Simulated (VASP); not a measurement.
Input of a VASP 6.6.1 run:

INCAR

```
SYSTEM = Ti3H
ALGO = Normal ; DIPOL = 0.5 0.5 0.343
EDIFF = 1E-7 ; ENCUT = 520
GGA = PE ; IDIPOL = 3
ISIF = 2 ; ISMEAR = 0
LASPH = .True. ; LCHARG = .False.
LDIPOL = .True. ; LREAL = .False.
LWAVE = .False. ; NBANDS = 47
NELM = 80 ; PREC = Accurate
SIGMA = 0.1
```

File KPOINTS:

```
k-points
0
Gamma
  6 6 1
  0 0 0
```

Contents of POSCAR:

```
Ti3H
1.0
    4.6037402164      0.0000000000      0.0000000000
   -2.3018701082      3.9869559799      0.0000000000
    0.0000000000      0.0000000000     22.4968206792
Ti H
6 2
Direct
    0.6666666667      0.3333333333      0.1778029019
    0.3333333333      0.6666666667      0.2195747837
    0.0000000000      0.0000000000      0.2613466656
    0.6666666667      0.3333333333      0.2980472718
    0.3333333333      0.6666666667      0.3304570052
    0.0000000000      0.0000000000      0.3776898434
    0.4294052260      1.0000000000      0.5377124551
    0.5705947740      1.0000000000      0.5377124551
```

Potentials or basis: VASP PAW PBE potentials, release 64 (Ti_sv, H).

Run with:

```sh
$ cat potpaw_PBE.64/Ti_sv/POTCAR potpaw_PBE.64/H/POTCAR > POTCAR
$ mpirun -np 1 vasp_std > vasp.out
```

Estimate the band gap on the k mesh.

zero (bands 37 and 38 overlap by 0.25 eV).

Estimate the largest force.

4.876 eV/Å.

Forces in eV/Å, atoms in the order of the input:
```
Ti   0.000  0.002  0.137
Ti   0.000 -0.003  0.489
Ti   0.000  0.000 -0.584
Ti   0.000  0.002 -0.036
Ti   0.000  0.000  0.004
Ti   0.000 -0.001 -0.030
H   -4.876  0.000  0.009
H    4.876  0.000  0.009
```
